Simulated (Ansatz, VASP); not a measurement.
TiAl in VASP and in Ansatz

File INCAR:

```
PREC     = Accurate       # precision mode
ENCUT    = 520            # plane-wave cutoff, eV
EDIFF    = 1E-6           # SCF threshold, eV
ISMEAR   = 0              # smearing method
SIGMA    = 0.15           # smearing width, eV
LREAL    = False          # projectors in reciprocal space
LASPH    = True           # aspherical terms in the spheres
NELM     = 80             # most SCF steps
ALGO     = Fast           # electronic algorithm
ISIF     = 2              # what is computed and relaxed
LWAVE    = False          # write WAVECAR
LCHARG   = False          # write CHGCAR
GGA      = PS             # functional
NBANDS   = 14             # bands
```

File KPOINTS:

```
regular mesh
0
Gamma
  21 21 12
```

File POSCAR:

```
TiAl
1.0
    2.8475477342      0.0000000000      0.0000000000
   -1.4237738671      2.4660486763      0.0000000000
    0.0000000000      0.0000000000      4.6191923826
Ti Al
1 1
Direct
    0.0000000000      0.0000000000      0.0000000000
    0.3333333333      0.6666666667      0.5000000000
```

Input for Ansatz:

```yaml
crystal:
  lattice:
    - [2.8475477342, 0.0, 0.0]
    - [-1.4237738671, 2.4660486763, 0.0]
    - [0.0, 0.0, 4.6191923826]
  atoms:
    - { symbol: Ti, position: [0.0, 0.0, 0.0] }
    - { symbol: Al, position: [0.3333333333, 0.6666666667, 0.5] }
basis:
  ecutwfc: 520.0
kpoints:
  mp_grid: { grid: [21, 21, 12] }
hamiltonian:
  xc: pbesol
  pseudopotentials: { kind: paw, azcp: { folder: soft_1 } }
scf:
  occupations: { method: gaussian, width: 0.15 }
  lower_state_search: "off"
output:
  forces: true
  stress: true
  eigenvalues: true
```

Alike in both runs: task single point; functional PBEsol; k mesh 21 × 21 × 12; occupations gaussian, width 0.15 eV; no spin polarisation.

```csv
,VASP,Ansatz
version,VASP 6.6.1,Ansatz 0.2.0
potentials or method,"VASP PAW PBE potentials, release 64 (Ti_sv, Al), cutoff 520 eV","scalar-relativistic, plane waves, PAW"
valence electrons in the cell,15,15
```

|  | VASP | Ansatz | Ansatz less VASP |
| --- | --- | --- | --- |
| gap on the k mesh at the Fermi level (eV) | none | none | - |
| pressure (GPa) | 0.0 | 0.0 | +0.04 |
| traceless stress, the component that is largest in VASP (GPa) | -0.04 | -0.12 | -0.080 |

VASP's potentials were made for PBE, not for PBEsol, and Ansatz warns of the same on its side. A gap of «none» marks a metal or a gap that the smearing closes. With one functional, cell and mesh, what is left measures potentials, basis and numerics.
